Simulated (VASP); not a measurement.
Set up this calculation in VASP 6.6.1, as the native input.

```
Task                   : single point
Functional             : PBE
Dispersion             : D3(BJ)
Potentials or basis    : VASP PAW PBE potentials, release 64 (C)
Cutoff                 : 520 eV
k mesh                 : 18 × 18 × 18
Occupations            : gaussian, width 0.03 eV
Spin                   : no spin polarisation
Dipole correction      : no
Further INCAR settings : ALGO = Normal; EDIFF = 1e-06; NBANDS = 16
```

The structure of C lies in POSCAR:

```
C
1.0
    1.2694126077      0.7328957107      7.1426992376
   -1.2694126077      0.7328957107      7.1426992376
    0.0000000000     -1.4657914215      7.1426992376
C
4
Direct
    0.0811523517      0.0811523517      0.0811523517
    0.9188476483      0.9188476483      0.9188476483
    0.2521616043      0.2521616043      0.2521616043
    0.7478383957      0.7478383957      0.7478383957
```

This cell differs from its parent crystal: strain +0.030 along x and y, +0.030 along z.

One way to write it, as run:

INCAR

```
SYSTEM = C
ALGO = Normal ; EDIFF = 1E-6
ENCUT = 520 ; GGA = PE
ISIF = 2 ; ISMEAR = 0
IVDW = 12 ; LASPH = .TRUE.
LCHARG = .FALSE. ; LREAL = .FALSE.
LWAVE = .FALSE. ; NBANDS = 16
NELM = 100 ; PREC = Accurate
SIGMA = 0.03
```

KPOINTS

```
k-points
0
G
  18 18 18
  0 0 0
```

Potentials or basis: VASP PAW PBE potentials, release 64 (C).

The run is started by

```console
$ cat potpaw_PBE.64/C/POTCAR > POTCAR
$ mpirun -np 1 vasp_std > vasp.out
```

It gave:

* Pressure: -20.7 GPa
* Dispersion energy per atom: -0.141 eV

Caveat: the cell differs from its parent crystal (strain +0.030 along x and y, +0.030 along z); the stress differs along the axes, from -31 to -1 GPa.

It took 14 min on 1 thread of Intel(R) Xeon(R) Platinum 8559C (Emerald Rapids), with other jobs on the host, peak memory 0.56 GiB.
